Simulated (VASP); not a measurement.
# RuW3 (Pm-3m) in VASP: further runs

Runs on RuW3. Level: PBE. Tasks: single point, relaxation of cell and atoms.

Everything below comes from runs of VASP 6.6.1. Logs are shortened: lines on timing, memory, paths and dates and some standing lists are left out, and cuts for length are marked.

### Step 1. The cell of the first run

Symmetry: Pm-3m, No. 221, cubic system. The conventional cell has a = 3.974 Å, b = 3.974 Å, c = 3.974 Å, α = 90.00°, β = 90.00°, γ = 90.00°. Within 3.7 Å of Ru (site symmetry m-3m) lie 12 W at 2.81 Å. Within 3.7 Å of W (site symmetry 4/mmm) lie 4 Ru at 2.81 Å and 8 W at 2.81 Å.

### Step 2. Single point, PBE

Contents of INCAR:

```
SYSTEM = RuW3
PREC     = Accurate       ! precision mode
ENCUT    = 520            ! plane-wave cutoff, eV
EDIFF    = 1E-6           ! SCF threshold, eV
ISMEAR   = 0              ! smearing method
SIGMA    = 0.1            ! smearing width, eV
LREAL    = .False.        ! projectors in reciprocal space
LASPH    = .True.         ! aspherical terms in the spheres
NELM     = 100            ! most SCF steps
ALGO     = Normal         ! electronic algorithm
ISIF     = 2              ! what is computed and relaxed
LWAVE    = .False.        ! write WAVECAR
LCHARG   = .False.        ! write CHGCAR
GGA      = PE             ! functional
NBANDS   = 36             ! bands
```

Contents of KPOINTS:

```
Automatic mesh
0
Gamma
  4 4 4
  0 0 0
```

Contents of POSCAR:

```
RuW3
1.0
    3.9742794211      0.0000000000      0.0000000000
    0.0000000000      3.9742794211      0.0000000000
    0.0000000000      0.0000000000      3.9742794211
Ru W
1 3
Direct
    0.0000000000      0.0000000000      0.0000000000
    0.0000000000      0.5000000000      0.5000000000
    0.5000000000      0.0000000000      0.5000000000
    0.5000000000      0.5000000000      0.0000000000
```

Potentials or basis: VASP PAW PBE potentials, release 64 (Ru_pv, W_sv).

On the command line:

```console
cat potpaw_PBE.64/Ru_pv/POTCAR potpaw_PBE.64/W_sv/POTCAR > POTCAR
mpirun -np 1 vasp_std > vasp.out
```

OUTCAR:

```text
SYSTEM = RuW3
   PREC = Accurate
   ENCUT = 520
   EDIFF = 1E-6
   ISMEAR = 0
   LREAL = .False.
   LASPH = .True.
   NELM = 100
   ISIF = 2
   GGA = PE

 ion  position               nearest neighbor table
   1  0.000  0.000  0.000-   2 2.81   3 2.81   4 2.81   2 2.81   3 2.81   2 2.81   4 2.81   2 2.81
                             3 2.81   4 2.81   3 2.81   4 2.81
   2  0.000  0.500  0.500-   1 2.81   3 2.81   4 2.81   1 2.81   4 2.81   1 2.81   3 2.81   1 2.81
                             3 2.81   4 2.81   4 2.81   3 2.81
   3  0.500  0.000  0.500-   1 2.81   2 2.81   4 2.81   1 2.81   4 2.81   2 2.81   4 2.81   4 2.81
                             1 2.81   2 2.81   1 2.81   2 2.81
   4  0.500  0.500  0.000-   1 2.81   2 2.81   3 2.81   2 2.81   3 2.81   1 2.81   3 2.81   3 2.81
                             1 2.81   2 2.81   2 2.81   1 2.81

  LATTYP: Found a simple cubic cell.
 ALAT       =     3.9742794211

  Lattice vectors:

 A1 = (   3.9742794211,   0.0000000000,   0.0000000000)
 A2 = (   0.0000000000,   3.9742794211,   0.0000000000)
 A3 = (   0.0000000000,   0.0000000000,   3.9742794211)

Analysis of symmetry for initial positions (statically):
=====================================================================
 Subroutine PRICEL returns:
 Original cell was already a primitive cell.

 Routine SETGRP: Setting up the symmetry group for a
 simple cubic supercell.

 Subroutine GETGRP returns: Found 48 space group operations
 (whereof 48 operations were pure point group operations)
 out of a pool of 48 trial point group operations.

The static configuration has the point symmetry O_h .

Analysis of symmetry for dynamics (positions and initial velocities):
=====================================================================
 Subroutine PRICEL returns:
 Original cell was already a primitive cell.

 Routine SETGRP: Setting up the symmetry group for a
 simple cubic supercell.

 Subroutine GETGRP returns: Found 48 space group operations
 (whereof 48 operations were pure point group operations)
 out of a pool of 48 trial point group operations.

The dynamic configuration has the point symmetry O_h .

 Subroutine INISYM returns: Found 48 space group operations
 (whereof 48 operations are pure point group operations),
 and found     1 'primitive' translations

----------------------------------------------------------------------------------------

                                     Primitive cell

  volume of cell :      62.7733

  direct lattice vectors                    reciprocal lattice vectors
     3.974279421  0.000000000  0.000000000     0.251617940  0.000000000  0.000000000
     0.000000000  3.974279421  0.000000000     0.000000000  0.251617940  0.000000000
     0.000000000  0.000000000  3.974279421     0.000000000  0.000000000  0.251617940
[... 79 lines left out ...]
   ISIF   =      2    stress and relaxation
   ISYM   =      2    0-nonsym 1-usesym 2-fastsym
   POTIM  = 0.5000    time-step for ionic-motion
   TEBEG  =    0.0;   TEEND  =   0.0 temperature during run
   PSTRESS=    0.0 pullay stress
   NELECT =      56.0000    total number of electrons
   NUPDOWN=      -1.0000    fix difference up-down
   EMIN   =  10.00;   EMAX   =-10.00  energy-range for DOS
   EFERMI =   0.00;   METHOD = LEGACY
   ISMEAR =     0;   SIGMA  =   0.10  broadening in eV -4-tet -1-fermi 0-gaus
   EFERMI_NEDOS =   21; number of points for ismear=-14 and -15
   IALGO  =     38    algorithm
   IMIX   =      4    mixing-type and parameters
     AMIX     =   0.40;   BMIX     =  1.00
     AMIX_MAG =   1.60;   BMIX_MAG =  1.00
  volume/ion in A,a.u.               =      15.69       105.90
  Fermi-wavevector in a.u.,A,eV,Ry     =   1.575962  2.978137 33.792200  2.483657
  Thomas-Fermi vector in A             =   2.676867
   LORBIT       =      0    0 simple, 1 ext, 2 COOP (PROOUT), +10 PAW based schemes
   GGA     = PE    functional components
   LHFCALC =     F    Hartree Fock is set to
   AEXX    =    0.0000 exact exchange contribution
   IVDW    =     0    specifies the selected vdW correction
   LEPSILON=     F    determine dielectric tensor
   LRPA    =     F    only Hartree local field effects (RPA)
 non-spin polarized calculation
 Gauss-broadening in eV      SIGMA  =   0.10
  energy-cutoff  :      520.00
  volume of cell :       62.77
 maximum number of plane-waves:      1743
 NGX is ok and might be reduce to    30
   NGX = 15   NGY = 15   NGZ = 15

 number of electron      55.9999985 magnetization

 Free energy of the ion-electron system (eV)
  ---------------------------------------------------
  ext. energy  EPLUGINS =         0.00000000
  ---------------------------------------------------
  free energy    TOTEN  =       -47.14381978 eV

  energy without entropy =      -47.13370579  energy(sigma->0) =      -47.13876278

 E-fermi :  10.7977     XC(G=0): -13.5840

 val. band max:       10.7141497663   @ k =   0.5000   0.5000   0.2500
 cond. band min:      10.8874474490   @ k =   0.5000   0.0000   0.0000
 fundamental gap:      0.1732976827
 Fermi energy:        10.7977499959

 k-point     1 :       0.0000    0.0000    0.0000
  band No.  band energies     occupation
      1     -62.7498      2.00000
      2     -62.6219      2.00000
      3     -62.6219      2.00000
      4     -31.6194      2.00000
      5     -31.6194      2.00000
      6     -31.6194      2.00000
[... 379 lines left out ...]
     35      14.9273      0.00000
     36      14.9273      0.00000

------------------------ aborting loop because EDIFF is reached ----------------------------------------

  FORCE on cell =-STRESS in cart. coord.  units (eV):
  Direction    XX          YY          ZZ          XY          YZ          ZX
  --------------------------------------------------------------------------------------
  -------------------------------------------------------------------------------------
  Total        0.1629763      0.1629763      0.1629763      0.0000000      0.0000000     -0.0000000
  in kB        4.1596800      4.1596800      4.1596800      0.0000000      0.0000000     -0.0000000
  external PRESSURE =       4.1596800 kB  Pullay stress =       0.0000000 kB

 VOLUME and BASIS-vectors are now :
 -----------------------------------------------------------------------------
  energy-cutoff  :      520.00
  volume of cell :       62.77
      direct lattice vectors                 reciprocal lattice vectors
     3.974279421  0.000000000  0.000000000     0.251617940  0.000000000  0.000000000
     0.000000000  3.974279421  0.000000000     0.000000000  0.251617940  0.000000000
     0.000000000  0.000000000  3.974279421     0.000000000  0.000000000  0.251617940

 POSITION                                       TOTAL-FORCE (eV/Angst)
 -----------------------------------------------------------------------------------
      0.00000      0.00000      0.00000         0.000000      0.000000      0.000000
      0.00000      1.98714      1.98714         0.000000      0.000000      0.000000
      1.98714      0.00000      1.98714         0.000000      0.000000      0.000000
      1.98714      1.98714      0.00000         0.000000      0.000000      0.000000
 -----------------------------------------------------------------------------------
    total drift:                                0.000000      0.000000     -0.000000

  FREE ENERGIE OF THE ION-ELECTRON SYSTEM (eV)
  ---------------------------------------------------
  free  energy   TOTEN  =       -47.1438197783 eV

  energy  without entropy=      -47.1337057851  energy(sigma->0) =      -47.13876278
```

OSZICAR:

```text
N       E                     dE             d eps       ncg     rms          rms(c)
DAV:   1     0.719373350016E+03    0.71937E+03   -0.33009E+04   720   0.180E+03
DAV:   2    -0.123279992242E+02   -0.73170E+03   -0.71763E+03   732   0.572E+02
DAV:   3    -0.487245324668E+02   -0.36397E+02   -0.34787E+02   860   0.123E+02
DAV:   4    -0.495933051788E+02   -0.86877E+00   -0.86279E+00   800   0.177E+01
DAV:   5    -0.496085430973E+02   -0.15238E-01   -0.15225E-01   868   0.245E+00    0.355E+01
DAV:   6    -0.477076121834E+02    0.19009E+01   -0.41960E+00   736   0.147E+01    0.136E+01
DAV:   7    -0.480638130726E+02   -0.35620E+00   -0.57630E+00   832   0.141E+01    0.791E+00
DAV:   8    -0.471538360652E+02    0.90998E+00   -0.27120E+00   788   0.914E+00    0.977E-01
DAV:   9    -0.471442672665E+02    0.95688E-02   -0.48223E-02   764   0.144E+00    0.219E-01
DAV:  10    -0.471438342666E+02    0.43300E-03   -0.20376E-03   892   0.274E-01    0.125E-01
DAV:  11    -0.471438258125E+02    0.84540E-05   -0.69140E-05   852   0.473E-02    0.155E-02
DAV:  12    -0.471438212542E+02    0.45583E-05   -0.19582E-05   800   0.315E-02    0.473E-03
DAV:  13    -0.471438197696E+02    0.14846E-05   -0.96952E-07   444   0.749E-03    0.151E-03
DAV:  14    -0.471438197783E+02   -0.86920E-08   -0.12368E-07   396   0.275E-03
   1 F= -.47143820E+02 E0= -.47138763E+02  d E =-.101140E-01
```

Run time: 13 s. Hardware: 1 thread of Intel Xeon 6975P-C (Granite Rapids), shared host; peak memory 0.17 GiB.

Results:

```yaml
Free_energy: -47.1438 eV
Pressure: 0.4 GPa
Band_gap_on_the_k_mesh: zero (band 28 reaches 14.19 eV, above the bottom of band 29 at 10.57 eV)
```

Caveat: the k points lie up to 0.40 Å⁻¹ apart; spin-orbit coupling is left out, which moves the levels of the heavy elements.

### Step 3. Relaxation of cell and atoms, PBE

This run uses another cell than the first one, of 14.91 Å³/atom, 0.950 times its volume.

Contents of INCAR:

```
ALGO = Fast
EDIFF = 1E-7
EDIFFG = -0.04
ENCUT = 600
GGA = PE
IBRION = 2
ISIF = 3
ISMEAR = 0
LASPH = True
LCHARG = False
LREAL = False
LWAVE = False
NELM = 100
NSW = 90
PREC = Accurate
SIGMA = 0.1
```

Contents of KPOINTS:

```
k-points
0
Gamma
  4 4 4
```

Contents of POSCAR:

```
RuW3
1.0
    3.9067524687      0.0000000000      0.0000000000
    0.0000000000      3.9067524687      0.0000000000
    0.0000000000      0.0000000000      3.9067524687
Ru W
1 3
Direct
    0.0000000000      0.0000000000      0.0000000000
    0.0000000000      0.5000000000      0.5000000000
    0.5000000000      0.0000000000      0.5000000000
    0.5000000000      0.5000000000      0.0000000000
```

Potentials or basis: VASP PAW PBE potentials, release 64 (Ru_pv, W_sv).

On the command line:

```console
cat potpaw_PBE.64/Ru_pv/POTCAR potpaw_PBE.64/W_sv/POTCAR > POTCAR
mpirun -np 1 vasp_std > vasp.out
```

OUTCAR:

```text
EDIFF = 1E-7
   EDIFFG = -0.04
   ENCUT = 600
   GGA = PE
   IBRION = 2
   ISIF = 3
   ISMEAR = 0
   LASPH = True
   LREAL = False
   NELM = 100
   NSW = 90
   PREC = Accurate

 ion  position               nearest neighbor table
   1  0.000  0.000  0.000-   2 2.76   3 2.76   4 2.76   2 2.76   3 2.76   2 2.76   4 2.76   2 2.76
                             3 2.76   4 2.76   3 2.76   4 2.76
   2  0.000  0.500  0.500-   1 2.76   3 2.76   4 2.76   1 2.76   4 2.76   1 2.76   3 2.76   1 2.76
                             3 2.76   4 2.76   4 2.76   3 2.76
   3  0.500  0.000  0.500-   1 2.76   2 2.76   4 2.76   1 2.76   4 2.76   2 2.76   4 2.76   4 2.76
                             1 2.76   2 2.76   1 2.76   2 2.76
   4  0.500  0.500  0.000-   1 2.76   2 2.76   3 2.76   2 2.76   3 2.76   1 2.76   3 2.76   3 2.76
                             1 2.76   2 2.76   2 2.76   1 2.76

  LATTYP: Found a simple cubic cell.
 ALAT       =     3.9067524687

  Lattice vectors:

 A1 = (   3.9067524687,   0.0000000000,   0.0000000000)
 A2 = (   0.0000000000,   3.9067524687,   0.0000000000)
 A3 = (   0.0000000000,   0.0000000000,   3.9067524687)

Analysis of symmetry for initial positions (statically):
=====================================================================
 Subroutine PRICEL returns:
 Original cell was already a primitive cell.

 Routine SETGRP: Setting up the symmetry group for a
 simple cubic supercell.

 Subroutine GETGRP returns: Found 48 space group operations
 (whereof 48 operations were pure point group operations)
 out of a pool of 48 trial point group operations.

The static configuration has the point symmetry O_h .

Analysis of symmetry for dynamics (positions and initial velocities):
=====================================================================
 Subroutine PRICEL returns:
 Original cell was already a primitive cell.

 Routine SETGRP: Setting up the symmetry group for a
 simple cubic supercell.

 Subroutine GETGRP returns: Found 48 space group operations
 (whereof 48 operations were pure point group operations)
 out of a pool of 48 trial point group operations.

The dynamic configuration has the point symmetry O_h .

 Subroutine INISYM returns: Found 48 space group operations
 (whereof 48 operations are pure point group operations),
 and found     1 'primitive' translations

[... 115 lines left out ...]
 non-spin polarized calculation
 RMM-DIIS sequential band-by-band and
 Gauss-broadening in eV      SIGMA  =   0.10
  energy-cutoff  :      600.00
  volume of cell :       59.63
 maximum number of plane-waves:      2012
 NGX is ok and might be reduce to    32
   NGX = 15   NGY = 15   NGZ = 15

--------------------------------------- Ionic step        1  -------------------------------------------

 number of electron      56.0000014 magnetization

 Free energy of the ion-electron system (eV)
  ---------------------------------------------------
  ext. energy  EPLUGINS =         0.00000000
  ---------------------------------------------------
  free energy    TOTEN  =       -46.97201081 eV

  energy without entropy =      -46.96228389  energy(sigma->0) =      -46.96714735

------------------------ aborting loop because EDIFF is reached ----------------------------------------

  FORCE on cell =-STRESS in cart. coord.  units (eV):
  Direction    XX          YY          ZZ          XY          YZ          ZX
  --------------------------------------------------------------------------------------
  -------------------------------------------------------------------------------------
  Total        6.6161475      6.6161475      6.6161475      0.0000000      0.0000000      0.0000000
  in kB      177.7739307    177.7739307    177.7739307      0.0000000      0.0000000      0.0000000
  external PRESSURE =     177.7739307 kB  Pullay stress =       0.0000000 kB
[... 25 lines left out ...]
--------------------------------------- Ionic step        2  -------------------------------------------

 number of electron      55.9999989 magnetization

 E-fermi :   8.4877     XC(G=0): -12.5849

 val. band max:        8.4156598934   @ k =   0.5000   0.2500   0.2500
 cond. band min:       8.5308351256   @ k =   0.5000   0.0000   0.0000
 fundamental gap:      0.1151752322
 Fermi energy:         8.4877484661

 k-point     1 :       0.0000    0.0000    0.0000
  band No.  band energies     occupation
      1     -65.5244      2.00000
      2     -65.4683      2.00000
      3     -65.4683      2.00000
      4     -33.8462      2.00000
      5     -33.8462      2.00000
      6     -33.8462      2.00000
[... 424 lines left out ...]
--------------------------------------- Ionic step        4  -------------------------------------------

 number of electron      55.9999995 magnetization

 Free energy of the ion-electron system (eV)
  ---------------------------------------------------
  ext. energy  EPLUGINS =         0.00000000
  ---------------------------------------------------
  free energy    TOTEN  =       -47.14311719 eV

  energy without entropy =      -47.13298054  energy(sigma->0) =      -47.13804886

 E-fermi :  10.7739     XC(G=0): -13.5739

 val. band max:       10.6904462220   @ k =   0.5000   0.5000   0.2500
 cond. band min:      10.8629704674   @ k =   0.5000   0.0000   0.0000
 fundamental gap:      0.1725242454
 Fermi energy:        10.7738761926

 k-point     1 :       0.0000    0.0000    0.0000
  band No.  band energies     occupation
      1     -62.7783      2.00000
      2     -62.6512      2.00000
      3     -62.6512      2.00000
      4     -31.6425      2.00000
      5     -31.6425      2.00000
      6     -31.6425      2.00000
[... 380 lines left out ...]
  FREE ENERGIE OF THE ION-ELECTRON SYSTEM (eV)
  ---------------------------------------------------
  free  energy   TOTEN  =       -47.1431171911 eV

  energy  without entropy=      -47.1329805378  energy(sigma->0) =      -47.13804886

 reached required accuracy - stopping structural energy minimisation
```

OSZICAR:

```text
N       E                     dE             d eps       ncg     rms          rms(c)
DAV:   1     0.767573203700E+03    0.76757E+03   -0.36431E+04   660   0.219E+03
DAV:   2    -0.101831545492E+02   -0.77776E+03   -0.76852E+03   692   0.658E+02
DAV:   3    -0.483760292291E+02   -0.38193E+02   -0.36868E+02   796   0.135E+02
[... 60 lines left out ...]
RMM:   6    -0.471431156444E+02    0.65819E-04   -0.40726E-04   709   0.116E-01    0.136E-02
RMM:   7    -0.471431178803E+02   -0.22359E-05   -0.57497E-05   790   0.460E-02    0.759E-03
RMM:   8    -0.471431171482E+02    0.73212E-06   -0.76744E-06   729   0.174E-02    0.193E-03
RMM:   9    -0.471431171256E+02    0.22621E-07   -0.13159E-06   613   0.611E-03    0.676E-04
RMM:  10    -0.471431171911E+02   -0.65576E-07   -0.23560E-07   399   0.292E-03
   4 F= -.47143117E+02 E0= -.47138049E+02  d E =-.171106E+00
```

CONTCAR:

```text
RuW3
   1.00000000000000
     3.9765679173011339    0.0000000000000000    0.0000000000000000
     0.0000000000000000    3.9765679173011339    0.0000000000000000
     0.0000000000000000    0.0000000000000000    3.9765679173011339
  Ru              W
     1     3
Direct
     0.0000000000000000    0.0000000000000000    0.0000000000000000
     0.0000000000000000    0.5000000000000000    0.5000000000000000
     0.5000000000000000    0.0000000000000000    0.5000000000000000
     0.5000000000000000    0.5000000000000000    0.0000000000000000

  0.00000000E+00  0.00000000E+00  0.00000000E+00
  0.00000000E+00  0.00000000E+00  0.00000000E+00
  0.00000000E+00  0.00000000E+00  0.00000000E+00
  0.00000000E+00  0.00000000E+00  0.00000000E+00
```

Wall time 57 s (1 thread of Intel Xeon 6975P-C (Granite Rapids), shared host); peak memory 0.19 GiB.

What came out:

| Property | Result |
| --- | --- |
| Free energy | -47.1431 eV |
| Relaxed volume | 15.72 Å³/atom |
| Relaxed cell | a = 3.977 Å, b = 3.977 Å, c = 3.977 Å, α = 90.00°, β = 90.00°, γ = 90.00° |
| Space group after relaxing (to 0.05 Å) | Pm-3m (No. 221) |
| Energy gained by relaxing | 42.8 meV/atom |
| Ionic steps | 4 |
| Pressure after relaxing | -0.1 GPa |
| Band gap on the k mesh | zero (band 28 reaches 14.15 eV, above the bottom of band 29 at 10.55 eV) |

The path:
| step | energy change (eV) | largest force (eV/Å) | pressure (GPa) | volume (Å³) |
| --- | --- | --- | --- | --- |
| 1 | 0.0000 | 0.0000 | 17.78 | 59.63 |
| 2 | 1.4280 | 0.0000 | -35.59 | 75.07 |
| 3 | -0.1701 | 0.0000 | -1.21 | 63.12 |
| 4 | -0.1711 | 0.0000 | -0.08 | 62.88 |

Final structure:
```cif
data_structure
_symmetry_space_group_name_H-M 'P 1'
_symmetry_Int_Tables_number 1
_cell_length_a 3.9766
_cell_length_b 3.9766
_cell_length_c 3.9766
_cell_angle_alpha 90.000
_cell_angle_beta 90.000
_cell_angle_gamma 90.000
_cell_volume 62.88
loop_
_atom_site_label
_atom_site_type_symbol
_atom_site_fract_x
_atom_site_fract_y
_atom_site_fract_z
_atom_site_occupancy
Ru1 Ru 0.00000 0.00000 0.00000 1
W1 W 0.00000 0.50000 0.50000 1
W2 W 0.50000 0.00000 0.50000 1
W3 W 0.50000 0.50000 0.00000 1
```

Levels at points of the mesh, in eV from the Fermi level:
```tsv
k point	band 24	band 25	band 26	band 27	band 28	band 29	band 30	band 31
(0.00, 0.00, 0.00)	-1.00	-1.00	1.47	1.47	3.38	3.38	3.38	4.12
(0.50, 0.00, 0.00)	-1.96	-1.96	-1.02	0.09	0.72	0.72	0.97	1.61
(0.50, 0.50, 0.00)	-2.04	-1.96	-1.75	-1.75	-1.01	1.07	1.08	1.08
(0.50, 0.50, 0.50)	-1.25	-0.67	-0.67	-0.67	0.87	0.87	0.87	1.02
```

Caveat: the k points lie up to 0.40 Å⁻¹ apart in the final cell; spin-orbit coupling is left out, which moves the levels of the heavy elements.
